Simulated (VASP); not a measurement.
# AlNi in VASP: further runs

AlNi is run at these levels: PBE; tasks: single point.

Program: VASP 6.6.1. These are calculated values, not measurements. Logs are shortened: lines on timing, memory, paths and dates and some standing lists are left out, and cuts for length are marked.

## Step 1: The cell of the first run

Symmetry: Pm-3m, No. 221, cubic system. Conventional cell: a = 2.941 Å, b = 2.941 Å, c = 2.941 Å, α = 90.00°, β = 90.00°, γ = 90.00°. Al (site symmetry m-3m) has 8 Ni at 2.55 Å and 6 Al at 2.94 Å within 3.4 Å. Within 3.4 Å of Ni (site symmetry m-3m) lie 8 Al at 2.55 Å and 6 Ni at 2.94 Å.

## Step 2: Single point, PBE

INCAR

```
PREC     = Accurate       # precision mode
ENCUT    = 520            # plane-wave cutoff, eV
EDIFF    = 1E-7           # SCF threshold, eV
ISMEAR   = 0              # smearing method
SIGMA    = 0.15           # smearing width, eV
LREAL    = False          # projectors in reciprocal space
LASPH    = True           # aspherical terms in the spheres
NELM     = 100            # most SCF steps
ALGO     = Normal         # electronic algorithm
ISIF     = 2              # what is computed and relaxed
LWAVE    = False          # write WAVECAR
LCHARG   = False          # write CHGCAR
GGA      = PE             # functional
NBANDS   = 14             # bands
```

KPOINTS

```
regular mesh
0
Gamma
  16 16 16
```

POSCAR

```
AlNi
1.0
    2.9410322676      0.0000000000      0.0000000000
    0.0000000000      2.9410322676      0.0000000000
    0.0000000000      0.0000000000      2.9410322676
Al Ni
1 1
Direct
    0.0000000000      0.0000000000      0.0000000000
    0.5000000000      0.5000000000      0.5000000000
```

Potentials or basis: VASP PAW PBE potentials, release 64 (Al, Ni).

Started as:

```
cat potpaw_PBE.64/Al/POTCAR potpaw_PBE.64/Ni/POTCAR > POTCAR
mpirun -np 1 vasp_std > vasp.out
```

OUTCAR:

```text
PREC = Accurate
   ENCUT = 520
   EDIFF = 1E-7
   ISMEAR = 0
   LREAL = False
   LASPH = True
   NELM = 100
   ISIF = 2
   GGA = PE

 ion  position               nearest neighbor table
   1  0.000  0.000  0.000-   2 2.55   2 2.55   2 2.55   2 2.55   2 2.55   2 2.55   2 2.55   2 2.55

   2  0.500  0.500  0.500-   1 2.55   1 2.55   1 2.55   1 2.55   1 2.55   1 2.55   1 2.55   1 2.55

  LATTYP: Found a simple cubic cell.
 ALAT       =     2.9410322676

  Lattice vectors:

 A1 = (   2.9410322676,   0.0000000000,   0.0000000000)
 A2 = (   0.0000000000,   2.9410322676,   0.0000000000)
 A3 = (   0.0000000000,   0.0000000000,   2.9410322676)

Analysis of symmetry for initial positions (statically):
=====================================================================
 Subroutine PRICEL returns:
 Original cell was already a primitive cell.

 Routine SETGRP: Setting up the symmetry group for a
 simple cubic supercell.

 Subroutine GETGRP returns: Found 48 space group operations
 (whereof 48 operations were pure point group operations)
 out of a pool of 48 trial point group operations.

The static configuration has the point symmetry O_h .

Analysis of symmetry for dynamics (positions and initial velocities):
=====================================================================
 Subroutine PRICEL returns:
 Original cell was already a primitive cell.

 Routine SETGRP: Setting up the symmetry group for a
 simple cubic supercell.

 Subroutine GETGRP returns: Found 48 space group operations
 (whereof 48 operations were pure point group operations)
 out of a pool of 48 trial point group operations.

The dynamic configuration has the point symmetry O_h .

 Subroutine INISYM returns: Found 48 space group operations
 (whereof 48 operations are pure point group operations),
 and found     1 'primitive' translations

----------------------------------------------------------------------------------------

                                     Primitive cell

  volume of cell :      25.4390

  direct lattice vectors                    reciprocal lattice vectors
     2.941032268  0.000000000  0.000000000     0.340016671  0.000000000  0.000000000
     0.000000000  2.941032268  0.000000000     0.000000000  0.340016671  0.000000000
     0.000000000  0.000000000  2.941032268     0.000000000  0.000000000  0.340016671

  length of vectors
     2.941032268  2.941032268  2.941032268     0.340016671  0.340016671  0.340016671

  position of ions in fractional coordinates (direct lattice)
     0.000000000  0.000000000  0.000000000
     0.500000000  0.500000000  0.500000000

  ion indices of the primitive-cell ions
   primitive index   ion index
                 1           1
                 2           2

----------------------------------------------------------------------------------------

 KPOINTS: regular mesh

Automatic generation of k-mesh.
 Grid dimensions read from file:
 generate k-points for:   16   16   16

 Generating k-lattice:

  Cartesian coordinates                     Fractional coordinates (reciprocal lattice)
     0.021251042  0.000000000  0.000000000     0.062500000  0.000000000  0.000000000
     0.000000000  0.021251042  0.000000000     0.000000000  0.062500000  0.000000000
     0.000000000  0.000000000  0.021251042     0.000000000  0.000000000  0.062500000

  Length of vectors
     0.021251042  0.021251042  0.021251042

  Shift w.r.t. Gamma in fractional coordinates (k-lattice)
     0.000000000  0.000000000  0.000000000

 Subroutine IBZKPT returns following result:
 ===========================================

 Found    165 irreducible k-points:

 Following reciprocal coordinates:
            Coordinates               Weight
  0.000000  0.000000  0.000000      1.000000
  0.062500  0.000000  0.000000      6.000000
  0.125000  0.000000  0.000000      6.000000
  0.187500  0.000000  0.000000      6.000000
  0.250000  0.000000  0.000000      6.000000
  0.312500  0.000000  0.000000      6.000000
[... 16 lines left out ...]
  0.437500  0.125000  0.000000     24.000000
[... 50 lines left out ...]
      9      14.8335      0.00000
     10      17.1893      0.00000
     11      18.8671      0.00000
     12      22.9815      0.00000
     13      27.1184      0.00000
     14      27.1184      0.00000

 k-point     4 :       0.1875    0.0000    0.0000
  band No.  band energies     occupation
      1      -0.8470      2.00000
      2       6.1508      2.00000
      3       6.4185      2.00000
      4       7.5913      2.00000
      5       7.5913      2.00000
      6       7.8390      2.00000
      7      11.0724      0.00000
      8      15.2604      0.00000
      9      15.2604      0.00000
     10      17.2256      0.00000
     11      19.6871      0.00000
     12      24.3944      0.00000
     13      25.6114      0.00000
     14      25.6114      0.00000

 k-point     5 :       0.2500    0.0000    0.0000
  band No.  band energies     occupation
      1      -0.3746      2.00000
      2       5.8848      2.00000
      3       6.4997      2.00000
      4       7.4647      2.00000
      5       7.4647      2.00000
      6       7.8542      2.00000
      7       9.9771      0.00000
      8      15.8274      0.00000
      9      15.8274      0.00000
     10      17.2733      0.00000
     11      20.3329      0.00000
[... 276 lines left out ...]
 k-point    22 :       0.3750    0.1250    0.0000
  band No.  band energies     occupation
      1       1.1872      2.00000
      2       4.7356      2.00000
      3       6.6774      2.00000
      4       7.1767      2.00000
      5       7.2717      2.00000
      6       7.7911      2.00000
      7       8.8946      1.99874
      8      14.7819      0.00000
      9      17.6239      0.00000
     10      17.9613      0.00000
     11      20.2721      0.00000
     12      21.7480      0.00000
     13      23.1984      0.00000
     14      25.2047      0.00000

 k-point    23 :       0.4375    0.1250    0.0000
  band No.  band energies     occupation
      1       1.9894      2.00000
      2       3.8427      2.00000
      3       6.7462      2.00000
      4       7.1245      2.00000
      5       7.2113      2.00000
      6       7.8011      2.00000
      7       8.6779      2.00000
      8      15.4692      0.00000
      9      17.3447      0.00000
     10      18.5078      0.00000
     11      20.0427      0.00000
     12      20.5846      0.00000
     13      23.7170      0.00000
     14      24.6573      0.00000

 k-point    24 :       0.5000    0.1250    0.0000
  band No.  band energies     occupation
      1       2.7228      2.00000
      2       3.0683      2.00000
      3       6.7739      2.00000
      4       7.1021      2.00000
      5       7.1904      2.00000
      6       7.8046      2.00000
      7       8.6180      2.00000
      8      15.9308      0.00000
      9      16.8760      0.00000
     10      19.3655      0.00000
     11      19.6343      0.00000
     12      20.0060      0.00000
     13      23.9526      0.00000
     14      24.4680      0.00000

 [... further k-points ...]

------------------------ aborting loop because EDIFF is reached ----------------------------------------

  FORCE on cell =-STRESS in cart. coord.  units (eV):
  Direction    XX          YY          ZZ          XY          YZ          ZX
  --------------------------------------------------------------------------------------
  -------------------------------------------------------------------------------------
  Total       -1.1143997     -1.1143997     -1.1143997     -0.0000000     -0.0000000      0.0000000
  in kB      -70.1862746    -70.1862746    -70.1862746     -0.0000000     -0.0000000      0.0000000
  external PRESSURE =     -70.1862746 kB  Pullay stress =       0.0000000 kB

 VOLUME and BASIS-vectors are now :
 -----------------------------------------------------------------------------
  energy-cutoff  :      520.00
  volume of cell :       25.44
      direct lattice vectors                 reciprocal lattice vectors
     2.941032268  0.000000000  0.000000000     0.340016671  0.000000000  0.000000000
     0.000000000  2.941032268  0.000000000     0.000000000  0.340016671  0.000000000
     0.000000000  0.000000000  2.941032268     0.000000000  0.000000000  0.340016671

 POSITION                                       TOTAL-FORCE (eV/Angst)
 -----------------------------------------------------------------------------------
      0.00000      0.00000      0.00000         0.000000      0.000000      0.000000
      1.47052      1.47052      1.47052         0.000000      0.000000      0.000000
 -----------------------------------------------------------------------------------
    total drift:                                0.000000      0.000000     -0.000000

  FREE ENERGIE OF THE ION-ELECTRON SYSTEM (eV)
  ---------------------------------------------------
  free  energy   TOTEN  =       -10.5157651278 eV

  energy  without entropy=      -10.5065379497  energy(sigma->0) =      -10.51115154
```

Run time: 15 s. Hardware: 1 thread of Intel Xeon 6975P-C (Granite Rapids), shared host; peak memory 0.18 GiB.

What came out:

- Free energy: -10.5158 eV
- Pressure: -7.0 GPa

Levels at points of the mesh, in eV from the Fermi level:
| k point | band 3 | band 4 | band 5 | band 6 | band 7 | band 8 | band 9 | band 10 | band 11 | band 12 |
| --- | --- | --- | --- | --- | --- | --- | --- | --- | --- | --- |
| (0.00, 0.00, 0.00) | -2.95 | -1.42 | -1.42 | -1.42 | 5.24 | 5.24 | 5.24 | 7.92 | 7.92 | 12.66 |
| (0.50, 0.00, 0.00) | -2.52 | -2.07 | -2.07 | -1.34 | -0.61 | 8.20 | 9.72 | 9.72 | 10.28 | 10.28 |
| (0.50, 0.50, 0.00) | -2.72 | -2.72 | -1.90 | -1.90 | -0.94 | 1.37 | 2.18 | 11.60 | 14.65 | 14.65 |
| (0.50, 0.50, 0.50) | -3.80 | -0.91 | -0.91 | 2.05 | 2.05 | 2.05 | 3.15 | 4.18 | 4.18 | 4.18 |

Spin polarisation is off, so any magnetic state and its effect on volume and gap are missing.

## Step 3: Single point, PBE

This run uses another cell than the first one, of 13.03 Å³/atom, 1.025 times its volume.

INCAR

```
ALGO = Fast ; EDIFF = 1E-7
ENCUT = 520 ; GGA = PE
ISIF = 2 ; ISMEAR = 0
LASPH = True ; LCHARG = False
LREAL = False ; LWAVE = False
NBANDS = 14 ; NELM = 100
PREC = Accurate ; SIGMA = 0.15
```

KPOINTS

```
k-points
0
Gamma
  16 16 16
```

POSCAR

```
AlNi
1.0
    2.9650418750      0.0000000000      0.0000000000
    0.0000000000      2.9650418750      0.0000000000
    0.0000000000      0.0000000000      2.9650418750
Al Ni
1 1
Direct
    0.0000000000      0.0000000000      0.0000000000
    0.5000000000      0.5000000000      0.5000000000
```

Potentials or basis: VASP PAW PBE potentials, release 64 (Al, Ni).

Started as:

```
cat potpaw_PBE.64/Al/POTCAR potpaw_PBE.64/Ni/POTCAR > POTCAR
mpirun -np 1 vasp_std > vasp.out
```

Run time: 18 s. Hardware: 1 thread of Intel Xeon 6975P-C (Granite Rapids), shared host; peak memory 0.18 GiB.

The run converged. Its results:

- Free energy: -10.4824 eV
- Pressure: -10.1 GPa

Levels at points of the mesh, in eV from the Fermi level:
| k point | band 4 | band 5 | band 6 | band 7 | band 8 | band 9 | band 10 | band 11 |
| --- | --- | --- | --- | --- | --- | --- | --- | --- |
| (0.00, 0.00, 0.00) | -1.38 | -1.38 | -1.38 | 5.14 | 5.14 | 5.14 | 7.85 | 7.85 |
| (0.50, 0.00, 0.00) | -2.00 | -2.00 | -1.30 | -0.60 | 8.16 | 9.60 | 9.60 | 10.05 |
| (0.50, 0.50, 0.00) | -2.65 | -1.84 | -1.84 | -0.91 | 1.33 | 2.07 | 11.34 | 14.46 |
| (0.50, 0.50, 0.50) | -0.89 | -0.89 | 2.07 | 2.07 | 2.07 | 2.95 | 4.08 | 4.08 |

Spin polarisation is off, so any magnetic state and its effect on volume and gap are missing.

## Step 4: Single point, PBE

This run uses another cell than the first one, of 11.22 Å³/atom, 0.882 times its volume.

INCAR

```
PREC     = Accurate       # precision mode
ENCUT    = 520            # plane-wave cutoff, eV
EDIFF    = 1E-7           # SCF threshold, eV
ISMEAR   = 0              # smearing method
SIGMA    = 0.15           # smearing width, eV
LREAL    = False          # projectors in reciprocal space
LASPH    = True           # aspherical terms in the spheres
NELM     = 100            # most SCF steps
ALGO     = Fast           # electronic algorithm
ISIF     = 2              # what is computed and relaxed
LWAVE    = False          # write WAVECAR
LCHARG   = False          # write CHGCAR
GGA      = PE             # functional
NBANDS   = 14             # bands
```

KPOINTS

```
regular mesh
0
Gamma
  16 16 16
```

POSCAR

```
AlNi
1.0
    2.8204056860      0.0000000000      0.0000000000
    0.0000000000      2.8204056860      0.0000000000
    0.0000000000      0.0000000000      2.8204056860
Al Ni
1 1
Direct
    0.0000000000      0.0000000000     -0.0069138990
    0.5000000000      0.5000000000      0.5031783409
```

Started as:

```
cat potpaw_PBE.64/Al/POTCAR potpaw_PBE.64/Ni/POTCAR > POTCAR
mpirun -np 1 vasp_std > vasp.out
```

It took 40 s on 1 thread of Intel Xeon 6975P-C (Granite Rapids), shared host; peak memory 0.24 GiB.

It converged, with:

- Free energy: -10.4662 eV
- Pressure: 14.4 GPa
- Largest force: 0.217 eV/Å

Forces in eV/Å, atoms in the order of the input:
```
Al   0.000  0.000  0.217
Ni   0.000  0.000 -0.217
```

Levels at points of the mesh, in eV from the Fermi level:
```tsv
k point	band 5	band 6	band 7	band 8	band 9	band 10
(0.00, 0.00, 0.00)	-1.68	-1.68	5.78	5.78	5.78	8.34
(0.50, 0.00, 0.00)	-2.44	-1.58	-0.68	8.35	10.34	10.34
(0.00, 0.00, 0.50)	-2.44	-1.58	-0.68	8.35	10.34	10.34
(0.50, 0.50, 0.00)	-2.26	-2.26	-1.10	1.60	2.78	13.00
(0.00, 0.50, 0.50)	-2.27	-2.27	-1.10	1.60	2.78	13.00
(0.50, 0.50, 0.50)	-1.06	1.95	1.95	1.95	4.25	4.73
```

Spin polarisation is off, so any magnetic state and its effect on volume and gap are missing.

## Step 5: Single point, PBE

This run uses another cell than the first one, of 11.22 Å³/atom, 0.882 times its volume.

INCAR

```
SYSTEM = AlNi
PREC = Accurate
ENCUT = 520
EDIFF = 1E-7
ISMEAR = 0
SIGMA = 0.15
LREAL = .FALSE.
LASPH = .TRUE.
NELM = 80
ALGO = Normal
ISIF = 2
LWAVE = .FALSE.
LCHARG = .TRUE.
GGA = PE
LELF = .TRUE.
LVHAR = .TRUE.
NBANDS = 14
```

KPOINTS

```
Automatic mesh
0
G
  16 16 16
  0 0 0
```

POSCAR

```
AlNi
1.0
    2.8204056860      0.0000000000      0.0000000000
    0.0000000000      2.8204056860      0.0000000000
    0.0000000000      0.0000000000      2.8204056860
Al Ni
1 1
Direct
    0.0000000000      0.0000000000     -0.0207416969
    0.5000000000      0.5000000000      0.5095350226
```

Started as:

```
cat potpaw_PBE.64/Al/POTCAR potpaw_PBE.64/Ni/POTCAR > POTCAR
mpirun -np 1 vasp_std > vasp.out
```

Wall time 32 s (1 thread of Intel Xeon 6975P-C (Granite Rapids), shared host); peak memory 0.25 GiB.

Results (log left out):

```
Free energy   : -10.4415 eV
Pressure      : 14.9 GPa
Largest force : 0.650 eV/Å
```

Forces in eV/Å, atoms in the order of the input:
```
Al   0.000  0.000  0.650
Ni   0.000  0.000 -0.650
```

Stress tensor (GPa, compression positive):
```
15.07  0.00  0.00
 0.00 15.07  0.00
 0.00  0.00 14.52
```

Levels at points of the mesh, in eV from the Fermi level:
```tsv
k point	band 3	band 4	band 5	band 6	band 7	band 8	band 9	band 10	band 11	band 12
(0.00, 0.00, 0.00)	-3.55	-1.69	-1.68	-1.68	5.78	5.78	5.78	8.35	8.36	14.86
(0.50, 0.00, 0.00)	-3.02	-2.45	-2.44	-1.58	-0.69	8.36	10.35	10.38	11.47	11.54
(0.00, 0.00, 0.50)	-3.03	-2.44	-2.44	-1.59	-0.68	8.37	10.32	10.32	11.56	11.56
(0.50, 0.50, 0.00)	-3.08	-3.08	-2.24	-2.24	-1.10	1.60	2.77	13.04	15.29	15.29
(0.00, 0.50, 0.50)	-3.06	-3.02	-2.28	-2.27	-1.10	1.61	2.77	13.01	15.62	15.65
(0.50, 0.50, 0.50)	-4.42	-1.07	-1.07	1.93	1.93	1.97	4.12	4.75	4.75	4.89
```

Spin polarisation is off, so any magnetic state and its effect on volume and gap are missing.

## Step 6: Single point, PBE

This run uses another cell than the first one, of 11.22 Å³/atom, 0.882 times its volume.

INCAR

```
ALGO     = Fast           # electronic algorithm
EDIFF    = 1E-7           # SCF threshold, eV
ENCUT    = 520            # plane-wave cutoff, eV
GGA      = PE             # functional
ISIF     = 2              # what is computed and relaxed
ISMEAR   = 0              # smearing method
LASPH    = T              # aspherical terms in the spheres
LCHARG   = T              # write CHGCAR
LELF     = T              # ELF
LREAL    = F              # projectors in reciprocal space
LVHAR    = T            
LWAVE    = F              # write WAVECAR
NBANDS   = 14             # bands
NELM     = 100            # most SCF steps
PREC     = Accurate       # precision mode
SIGMA    = 0.15           # smearing width, eV
```

KPOINTS

```
k-points
0
Gamma
  16 16 16
```

POSCAR

```
AlNi
1.0
    2.8204056860      0.0000000000      0.0000000000
    0.0000000000      2.8204056860      0.0000000000
    0.0000000000      0.0000000000      2.8204056860
Al Ni
1 1
Direct
    0.0000000000      0.0000000000     -0.0276555959
    0.5000000000      0.5000000000      0.5127133634
```

Potentials or basis: VASP PAW PBE potentials, release 64 (Al, Ni).

Started as:

```
cat potpaw_PBE.64/Al/POTCAR potpaw_PBE.64/Ni/POTCAR > POTCAR
mpirun -np 1 vasp_std > vasp.out
```

Run time: 46 s. Hardware: 1 thread of Intel Xeon 6975P-C (Granite Rapids), shared host; peak memory 0.24 GiB.

Results (log left out):

| Item | Value |
| --- | --- |
| Free energy | -10.4199 eV |
| Pressure | 15.4 GPa |
| Largest force | 0.867 eV/Å |

Forces on the atoms (eV/Å):
```
Al   0.000  0.000  0.867
Ni   0.000  0.000 -0.867
```

Stress tensor (GPa, compression positive):
```
15.71  0.00  0.00
 0.00 15.71  0.00
 0.00  0.00 14.72
```

Levels at points of the mesh, in eV from the Fermi level:
| k point | band 5 | band 6 | band 7 | band 8 | band 9 | band 10 |
| --- | --- | --- | --- | --- | --- | --- |
| (0.00, 0.00, 0.00) | -1.68 | -1.68 | 5.78 | 5.79 | 5.79 | 8.36 |
| (0.50, 0.00, 0.00) | -2.44 | -1.58 | -0.69 | 8.38 | 10.35 | 10.41 |
| (0.00, 0.00, 0.50) | -2.44 | -1.60 | -0.67 | 8.39 | 10.30 | 10.30 |
| (0.50, 0.50, 0.00) | -2.22 | -2.22 | -1.11 | 1.59 | 2.77 | 13.07 |
| (0.00, 0.50, 0.50) | -2.29 | -2.27 | -1.10 | 1.61 | 2.77 | 13.02 |
| (0.50, 0.50, 0.50) | -1.07 | 1.92 | 1.92 | 1.98 | 4.04 | 4.76 |

## Step 7: The runs side by side

| cell | gap on the mesh (eV) | pressure (GPa) |
| --- | --- | --- |
| a = 2.941 Å, 2 atoms | none | -7.0 |
| a = 2.965 Å, 2 atoms | none | -10.1 |
| a = 2.820 Å, 2 atoms | none | 15.4 |

Some of these runs hold the atoms at other places in the same cell, which the table doesn't show; runs alike in all that it shows share one row.

Alike in all rows: task single point; level PBE; potentials or basis VASP PAW PBE potentials, release 64 (Al, Ni); no spin polarisation; k mesh 16 × 16 × 16; cutoff (eV) 520; smearing gaussian 0.15 eV.

Total energies depend on the potentials used, so only differences within one code and one set of settings carry meaning.
